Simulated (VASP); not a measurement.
A run of VASP 6.6.1 is set up as follows.

Contents of INCAR:

```
PREC = Accurate ; ENCUT = 520
EDIFF = 1E-6 ; ISMEAR = 0
SIGMA = 0.15 ; LREAL = False
LASPH = True ; NELM = 100
ALGO = Fast ; ISIF = 2
LWAVE = False ; LCHARG = True
GGA = PS ; LELF = True
LVHAR = True ; NBANDS = 26
```

File KPOINTS:

```
regular mesh
0
Gamma
  14 14 14
```

File POSCAR:

```
AlCu3
1.0
    3.6318704092      0.0000000000      0.0000000000
    0.0000000000      3.6318704092      0.0000000000
    0.0000000000      0.0000000000      3.6318704092
Al Cu
1 3
Direct
    0.0081728469      0.0000000000      0.0000000000
    0.5044600656      0.5000000000      0.0000000000
    0.5044600656      0.0000000000      0.5000000000
   -0.0123903099      0.5000000000      0.5000000000
```

Potentials or basis: VASP PAW PBE potentials, release 64 (Al, Cu).

Launch:

```console
$ cat potpaw_PBE.64/Al/POTCAR potpaw_PBE.64/Cu/POTCAR > POTCAR
$ mpirun -np 1 vasp_std > vasp.out
```

(1) Estimate the largest force.

(2) Estimate the band gap on the k mesh.

Results:

(1) 0.415 eV/Å.

(2) zero (band 18 reaches 12.42 eV, above the bottom of band 19 at 6.80 eV).

Caveat: the cell differs from its parent crystal (mode 7 (198.7 1/cm) frozen in, largest displacement +0.045 Å); the PAW data sets were made with another functional, which shifts forces and pressure a little.
